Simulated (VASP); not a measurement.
Wanted: the native input for a VASP 6.6.1 run.

| Item | Value |
| --- | --- |
| Task | single point |
| Functional | PBE |
| Potentials or basis | VASP PAW PBE potentials, release 64 (I) |
| Cutoff | 520 eV |
| k mesh | 2 × 2 × 2, shifted |
| Occupations | gaussian, width 0.1 eV |
| Spin | collinear spin, zero start |
| Starting moments | [0.0] μB |
| Dipole correction | no |
| Further INCAR settings | ALGO = Normal; EDIFF = 1e-06; NBANDS = 14 |

The structure of I lies in POSCAR:

```
I
1.0
    2.5383465792     -3.7066249365      0.0000000000
    2.5383465792      3.7066249365      0.0000000000
   -1.6208748370      0.0000000000      2.3810977968
I
1
Direct
    0.5000000000      0.5000000000      0.5000000000
```

The input as run:

INCAR

```
SYSTEM = I
  PREC = Accurate
  ENCUT = 520
  EDIFF = 1E-6
  ISMEAR = 0
  SIGMA = 0.1
  LREAL = .False.
  LASPH = .True.
  NELM = 150
  ALGO = Normal
  ISIF = 2
  LWAVE = .False.
  LCHARG = .True.
  ISPIN = 2
  MAGMOM = 0
  LORBIT = 11
  GGA = PE
  LELF = .True.
  LVHAR = .True.
  NBANDS = 14
```

KPOINTS

```
Automatic mesh
0
Gamma
  2 2 2
  0.5 0.5 0
```

Potentials or basis: VASP PAW PBE potentials, release 64 (I).

Launch:

```sh
$ cat potpaw_PBE.64/I/POTCAR > POTCAR
$ mpirun -np 1 vasp_std > vasp.out
```

It gave:

```json
{
 "Pressure": "0.5 GPa",
 "Net moment": "0.00 μB per cell",
 "Valence electrons inside the program's atomic spheres": "I 4.23"
}
```

Caveat: the k points lie up to 1.32 Å⁻¹ apart.

Wall time 5.2 s on 1 thread of Intel(R) Xeon(R) 6975P-C (Granite Rapids), on a shared host, peak memory 0.19 GiB.
